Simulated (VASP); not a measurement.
Runs of VASP 6.6.1 on NaPbBr3. The structure is that of space group Pm-3m (No. 221), or close to it. The cells are those of the table. 

```csv
level,cell,smearing,gap on the mesh (eV),pressure (GPa)
r2SCAN,"a = 5.851 Å, 5 atoms",gaussian 0.01 eV,(a),0.7
PBE,"a = 5.851 Å, 5 atoms",fermi-dirac 0.02 eV,1.39,1.1
PBE,"a = 5.999 Å, 5 atoms",fermi-dirac 0.02 eV,(b),-0.4
PBE,"a = 5.733, b = 5.733, c = 5.955 Å, 5 atoms",fermi-dirac 0.02 eV,1.21,1.8
r2SCAN,"a = 5.999 Å, 5 atoms",gaussian 0.01 eV,2.20,-0.8
```

Alike in all rows: task single point; potentials or basis VASP PAW PBE potentials, release 64 (Na_pv, Pb_d, Br); no spin polarisation; k mesh 4 × 4 × 4; cutoff (eV) 520.

**Question.** Estimate the missing entries.

**Answer.** (a) 1.91; (b) 1.81.

Caveats: spin-orbit coupling is left out, which moves the levels of the heavy elements; the PAW data sets were made with another functional, which shifts forces and pressure a little (at least some runs).

A k mesh can miss the band edges, and the runs leave out spin-orbit coupling on Br, Pb.
